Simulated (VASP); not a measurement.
# Si8O in VASP: a series of runs, part 2 of 2

VASP 6.6.1. Earlier steps stand in the parts before.

### 3 Single point, PBE+D3(BJ), collinear spin, ferromagnetic start

The input, INCAR:

```
SYSTEM = Si8O
  PREC = Accurate
  ENCUT = 520
  EDIFF = 1E-6
  ISMEAR = 0
  SIGMA = 0.05
  LREAL = .FALSE.
  LASPH = .TRUE.
  NELM = 150
  ALGO = Normal
  ISIF = 2
  LWAVE = .FALSE.
  LCHARG = .FALSE.
  ISPIN = 2
  MAGMOM = 0 0 0 0 0 0 0 0 2
  LORBIT = 11
  LDIPOL = .TRUE.
  IDIPOL = 3
  DIPOL = 0.5 0.5 0.313
  GGA = PE
  IVDW = 12
  NBANDS = 33
```

The input, KPOINTS:

```
Automatic mesh
0
G
  7 4 1
  0 0 0
```

The input, POSCAR:

```
Si8O
1.0
    3.8155170209      0.0000000000      0.0000000000
    0.0000000000      6.3129357835      0.0000000000
    0.0000000000      0.0000000000     21.3318711348
Si O
8 1
Direct
    0.0000000000      0.9369021389      0.1875128522
    0.0000000000      0.5630978611      0.1875128522
    0.5000000000      0.4369021389      0.2391466205
    0.5000000000      0.0630978611      0.2391466205
    0.5000000000      0.9332664455      0.3430438269
    0.5000000000      0.5667335545      0.3430438269
    0.0000000000      0.4266292811      0.3858954089
    0.0000000000      0.0733707189      0.3858954089
    0.5000000000      0.9266292811      0.5030909416
```

Potentials or basis: VASP PAW PBE potentials, release 64 (Si, O).

Started as:

```console
> cat potpaw_PBE.64/Si/POTCAR potpaw_PBE.64/O/POTCAR > POTCAR
> mpirun -np 1 vasp_std > vasp.out
```

OUTCAR:

```text
SYSTEM = Si8O
   PREC = Accurate
   ENCUT = 520
   EDIFF = 1E-6
   ISMEAR = 0
   LREAL = .FALSE.
   LASPH = .TRUE.
   NELM = 150
   ISIF = 2
   ISPIN = 2
   LORBIT = 11
   GGA = PE
   IVDW = 12
 IVDW          = 12

 ion  position               nearest neighbor table
   1  0.000  0.937  0.188-   4 2.34   4 2.34   2 2.36
   2  0.000  0.563  0.188-   3 2.34   3 2.34   1 2.36
   3  0.500  0.437  0.239-   2 2.34   2 2.34   4 2.36   6 2.36
   4  0.500  0.063  0.239-   1 2.34   1 2.34   3 2.36   5 2.36
   5  0.500  0.933  0.343-   8 2.29   8 2.29   6 2.31   4 2.36
   6  0.500  0.567  0.343-   7 2.29   7 2.29   5 2.31   3 2.36
   7  0.000  0.427  0.386-   8 2.23   6 2.29   6 2.29
   8  0.000  0.073  0.386-   7 2.23   5 2.29   5 2.29
   9  0.500  0.927  0.503-

  LATTYP: Found a simple orthorhombic cell.
 ALAT       =     3.8155170209
 B/A-ratio  =     1.6545426869
 C/A-ratio  =     5.5908205934

  Lattice vectors:

 A1 = (   3.8155170209,   0.0000000000,   0.0000000000)
 A2 = (   0.0000000000,   6.3129357835,   0.0000000000)
 A3 = (   0.0000000000,   0.0000000000,  21.3318711348)

Analysis of symmetry for initial positions (statically):
=====================================================================
 Subroutine PRICEL returns:
 Original cell was already a primitive cell.

 Routine SETGRP: Setting up the symmetry group for a
 simple orthorhombic supercell.

 Subroutine GETGRP returns: Found  2 space group operations
 (whereof  2 operations were pure point group operations)
 out of a pool of  8 trial point group operations.

The static configuration has the point symmetry C_1h.

Analysis of symmetry for dynamics (positions and initial velocities):
=====================================================================
 Subroutine PRICEL returns:
 Original cell was already a primitive cell.

 Routine SETGRP: Setting up the symmetry group for a
 simple orthorhombic supercell.

 Subroutine GETGRP returns: Found  2 space group operations
 (whereof  2 operations were pure point group operations)
 out of a pool of  8 trial point group operations.

The dynamic configuration has the point symmetry C_1h.

Analysis of structural, dynamic, and magnetic symmetry:
=====================================================================
 Subroutine PRICEL returns:
 Original cell was already a primitive cell.

 Routine SETGRP: Setting up the symmetry group for a
 simple orthorhombic supercell.

 Subroutine GETGRP returns: Found  2 space group operations
 (whereof  2 operations were pure point group operations)
 out of a pool of  8 trial point group operations.

The overall configuration has the point symmetry C_1h.

 Subroutine INISYM returns: Found  2 space group operations
 (whereof  2 operations are pure point group operations),
 and found     1 'primitive' translations

----------------------------------------------------------------------------------------

                                     Primitive cell

  volume of cell :     513.8232

  direct lattice vectors                    reciprocal lattice vectors
[... 106 lines left out ...]
   IMIX   =      4    mixing-type and parameters
     AMIX     =   0.40;   BMIX     =  1.00
     AMIX_MAG =   1.60;   BMIX_MAG =  1.00
  volume/ion in A,a.u.               =      57.09       385.27
  Fermi-wavevector in a.u.,A,eV,Ry     =   0.687171  1.298565  6.424724  0.472204
  Thomas-Fermi vector in A             =   1.767609
   LORBIT       =     11    0 simple, 1 ext, 2 COOP (PROOUT), +10 PAW based schemes
   GGA     = PE    functional components
   LHFCALC =     F    Hartree Fock is set to
   AEXX    =    0.0000 exact exchange contribution
   IVDW    =    12    specifies the selected vdW correction
   LEPSILON=     F    determine dielectric tensor
   LRPA    =     F    only Hartree local field effects (RPA)
 spin polarized calculation
 Gauss-broadening in eV      SIGMA  =   0.05
  energy-cutoff  :      520.00
  volume of cell :      513.82
 maximum number of plane-waves:     13860
   NGX = 15   NGY = 23   NGZ = 79

 dipolmoment           0.000000      0.000000     -0.032754 electrons x Angstroem

 number of electron      37.9999996 magnetization       1.5412090

 dipolmoment           0.000000      0.000000      0.291422 electrons x Angstroem

 Free energy of the ion-electron system (eV)
  ---------------------------------------------------
  ext. energy  EPLUGINS =         0.00000000
  ---------------------------------------------------
  free energy    TOTEN  =       -41.90633747 eV

  energy without entropy =      -41.90016568  energy(sigma->0) =      -41.90325157

 E-fermi :  -2.0142     XC(G=0):  -3.9173

 val. band max:       -2.0245498607   @ k =   0.0000   0.2500   0.0000
 cond. band min:      -1.9822586632   @ k =   0.2857   0.2500   0.0000
 fundamental gap:      0.0422911975
 Fermi energy:        -2.0141917775

 spin component 1

 k-point     1 :       0.0000    0.0000    0.0000
  band No.  band energies     occupation
      1     -19.4703      1.00000
      2     -13.6853      1.00000
      3     -12.3661      1.00000
      4     -11.3112      1.00000
      5      -9.9122      1.00000
      6      -9.2869      1.00000
[... 397 lines left out ...]
     30       2.8372      0.00000
     31       3.1138      0.00000
 Fermi energy:        -2.0141917775

 spin component 2

 k-point     1 :       0.0000    0.0000    0.0000
  band No.  band energies     occupation
      1     -16.6809      1.00000
      2     -13.6857      1.00000
      3     -12.3712      1.00000
      4     -11.3206      1.00000
      5      -9.9227      1.00000
      6      -9.2821      1.00000
[... 397 lines left out ...]
     30       2.8382      0.00000
     31       3.1170      0.00000
 [bands above 31 left out]

------------------------ aborting loop because EDIFF is reached ----------------------------------------

 vacuum level on the upper side and lower side of the slab       (xc-potential included)         1.026        -1.098

 Edisp (eV)   -2.16910

 E8    (eV) :    -0.9325

  FORCE on cell =-STRESS in cart. coord.  units (eV):
  Direction    XX          YY          ZZ          XY          YZ          ZX
  --------------------------------------------------------------------------------------
  -------------------------------------------------------------------------------------
  Total       0.71185    -1.11122    -3.08795     0.00000     0.57974     0.00000
  in kB       2.21965    -3.46495    -9.62870     0.00000     1.80772     0.00000
  external pressure =       -3.62 kB  Pullay stress =        0.00 kB

 VOLUME and BASIS-vectors are now :
 -----------------------------------------------------------------------------
  energy-cutoff  :      520.00
  volume of cell :      513.82
      direct lattice vectors                 reciprocal lattice vectors
     3.815517021  0.000000000  0.000000000     0.262087679  0.000000000  0.000000000
     0.000000000  6.312935784  0.000000000     0.000000000  0.158404906  0.000000000
     0.000000000  0.000000000 21.331871135     0.000000000  0.000000000  0.046878213

 POSITION                                       TOTAL-FORCE (eV/Angst)
 -----------------------------------------------------------------------------------
      0.00000      5.91460      4.00000         0.000000     -0.756355      0.606350
      0.00000      3.55480      4.00000         0.000000      0.746683      0.585299
      1.90776      2.75814      5.10144         0.000000     -0.021981     -0.676092
      1.90776      0.39833      5.10144         0.000000      0.008670     -0.585995
      1.90776      5.89165      7.31777         0.000000     -0.000768      0.064093
      1.90776      3.57775      7.31777         0.000000     -0.043340      0.111450
      0.00000      2.69328      8.23187         0.000000      0.260768      0.068289
      0.00000      0.46318      8.23187         0.000000     -0.375648      0.544457
      1.90776      5.84975     10.73187         0.000000      0.181970     -0.717850
 -----------------------------------------------------------------------------------
    total drift:                                0.000000      0.000002      0.000031

  FREE ENERGIE OF THE ION-ELECTRON SYSTEM (eV)
  ---------------------------------------------------
  free  energy   TOTEN  =       -44.0754376071 eV

  energy  without entropy=      -44.0692658192  energy(sigma->0) =      -44.07235171

 vacuum level on the upper side and lower side of the slab         4.886         2.706

 total charge

# of ion       s       p       d       tot
------------------------------------------
    1        0.790   0.851   0.000   1.642
    2        0.791   0.850   0.000   1.641
    3        0.764   0.903   0.000   1.668
    4        0.761   0.910   0.000   1.670
    5        0.760   0.941   0.000   1.701
    6        0.758   0.942   0.000   1.701
    7        0.787   0.903   0.000   1.690
    8        0.786   0.875   0.000   1.661
    9        1.615   2.994   0.000   4.608
--------------------------------------------------
tot          7.812  10.170   0.000  17.982

 magnetization (x)

# of ion       s       p       d       tot
------------------------------------------
    1       -0.003  -0.005   0.000  -0.008
    2       -0.005  -0.014   0.000  -0.019
    3        0.000   0.001   0.000   0.002
    4       -0.001  -0.004   0.000  -0.005
    5       -0.001   0.000   0.000  -0.000
    6       -0.001  -0.002   0.000  -0.003
    7       -0.000   0.016   0.000   0.016
    8       -0.000  -0.011   0.000  -0.011
    9        0.014   1.264   0.000   1.278
--------------------------------------------------
tot          0.004   1.245   0.000   1.249
```

Run time: 57 min. Hardware: 1 thread of Intel Xeon 8259CL, shared host; peak memory 0.81 GiB.

What came out:

```yaml
Free_energy: -44.0754 eV
Largest_force: 0.969 eV/Å
Net_moment: 1.54 μB per cell
Site_moments: Si -0.01, -0.02, +0.00, -0.00, +0.02 (each value once); O +1.28 μB
Valence_electrons_inside_the_program's_atomic_spheres: Si 1.64, 1.67, 1.70, 1.69, 1.66 (each value once); O 4.61
Dispersion_energy_per_atom: -0.241 eV
```

Forces on the atoms (eV/Å):
```
Si   0.000 -0.756  0.606
Si   0.000  0.747  0.585
Si   0.000 -0.022 -0.676
Si   0.000  0.009 -0.586
Si   0.000 -0.001  0.064
Si   0.000 -0.043  0.111
Si   0.000  0.261  0.068
Si   0.000 -0.376  0.544
O    0.000  0.182 -0.718
```

Levels at points of the mesh, in eV from the Fermi level:
Spin up:
| k point | band 18 | band 19 | band 20 | band 21 | band 22 | band 23 |
| --- | --- | --- | --- | --- | --- | --- |
| (0.00, 0.00, 0.00) | -0.82 | -0.11 | 0.19 | 0.45 | 1.26 | 1.73 |
| (0.00, 0.50, 0.00) | -1.04 | -1.00 | -0.77 | 0.80 | 1.28 | 1.92 |
Spin down:
```tsv
k point	band 15	band 16	band 17	band 18	band 19	band 20	band 21	band 22
(0.00, 0.00, 0.00)	-0.95	-0.53	-0.13	0.19	0.23	0.49	0.54	1.24
(0.00, 0.50, 0.00)	-1.10	-1.05	-1.03	-0.28	0.23	0.40	0.85	1.34
```
